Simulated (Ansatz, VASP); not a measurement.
# One calculation of BaTiO3, two programs

```xyz
5
Lattice="4.0060 0.0000 0.0000 0.0000 4.0060 0.0000 0.0000 0.0000 4.0060" Properties=species:S:1:pos:R:3 pbc="T T T"
Ba    2.0030    2.0030    2.0030
Ti    0.0000    0.0000    0.0000
O     0.0000    0.0000    2.0030
O     0.0000    2.0030    0.0000
O     2.0030    0.0000    0.0000
```

Alike in both runs: task relaxation of cell and atoms; functional PBEsol; k mesh 7 × 7 × 7; occupations fermi-dirac, width 0.05 eV; no spin polarisation.

```csv
,VASP,Ansatz
version,VASP 6.6.1,Ansatz 0.2.0
potentials or method,"VASP PAW PBE potentials, release 64 (Ba_sv, Ti_sv, O)",Ansatz PAW
plane-wave cutoff (eV),600,420
valence electrons in the cell,40,40
```

|  | VASP | Ansatz | Ansatz less VASP |
| --- | --- | --- | --- |
| gap on the k mesh at the Fermi level, each at its own relaxed structure (eV) | 1.79 | 1.88 | +0.091 |
| relaxed volume (Å³/atom) | 12.64 | 12.51 | -0.126 |
| relaxed cell length with the largest relative difference (Å) | 3.983 | 3.970 | -0.0132 |

VASP's potentials were made for PBE, not for PBEsol.

Spin-orbit coupling is off throughout. Noted on Ansatz's run: odd divisions of the mesh miss points on the zone boundary, where band edges often lie, so the gap on the mesh can be too wide; the plane-wave basis is chosen anew once the cell has moved, so the energies of steps on either side of that aren't comparable.
